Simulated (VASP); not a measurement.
A run of VASP 6.6.1 is set up as follows.

Contents of INCAR:

```
SYSTEM = TiO2
  PREC = Accurate
  ENCUT = 520
  EDIFF = 1E-6
  ISMEAR = 0
  SIGMA = 0.05
  LREAL = .False.
  LASPH = .True.
  NELM = 80
  ALGO = Normal
  ISIF = 2
  LWAVE = .False.
  LCHARG = .True.
  GGA = PE
  LELF = .True.
  LVHAR = .True.
  NBANDS = 33
```

KPOINTS

```
Automatic mesh
0
Gamma
  6 6 10
  0 0 0
```

Contents of POSCAR:

```
TiO2
1.0
    4.7517000000      0.0000000000      0.0000000000
    0.0000000000      4.7517000000      0.0000000000
    0.0000000000      0.0000000000      2.8848000000
Ti O
2 4
Direct
    0.0000000000      0.0000000000      0.0000000000
    0.5000000000      0.5000000000      0.5000000000
    0.3050970583      0.3050970583      0.0000000000
    0.1949029417      0.8050970583      0.5000000000
    0.6949029417      0.6949029417      0.0000000000
    0.8050970583      0.1949029417      0.5000000000
```

Potentials or basis: VASP PAW PBE potentials, release 64 (Ti_sv, O).

Launch:

```console
$ cat potpaw_PBE.64/Ti_sv/POTCAR potpaw_PBE.64/O/POTCAR > POTCAR
$ mpirun -np 1 vasp_std > vasp.out
```

**Question.** Estimate the largest force.

**Answer.** 0.096 eV/Å.

**Question.** Predict the pressure.

**Answer.** -1.2 GPa.

Forces in eV/Å, atoms in the order of the input:
```
Ti   0.000  0.000  0.000
Ti   0.000  0.000  0.000
O    0.068  0.068  0.000
O   -0.068  0.068  0.000
O   -0.068 -0.068  0.000
O    0.068 -0.068  0.000
```

**The experiment to reproduce.**

From “Shallow Valence Band of Rutile GeO2 and P-type Doping”, 2020, arxiv:2011.08928, for a bulk crystal of TiO2 at 1.6 K: band gap 3.03 eV (direct).

Against the measured gap of TiO2, 3.03 eV (direct; 1.6 K; quoted in “Shallow Valence Band of Rutile GeO2 and P-type Doping”, 2020, arxiv:2011.08928), the calculated 1.89 eV is off by -1.14 eV. 2 values of this kind are on record in papers (3.03 to 3.05 eV); this one was drawn at random among those near their median. The value is that of PBE on a finite k mesh, which can miss the band edges, without temperature or zero-point motion. Semilocal functionals fall short of measured gaps as a rule.
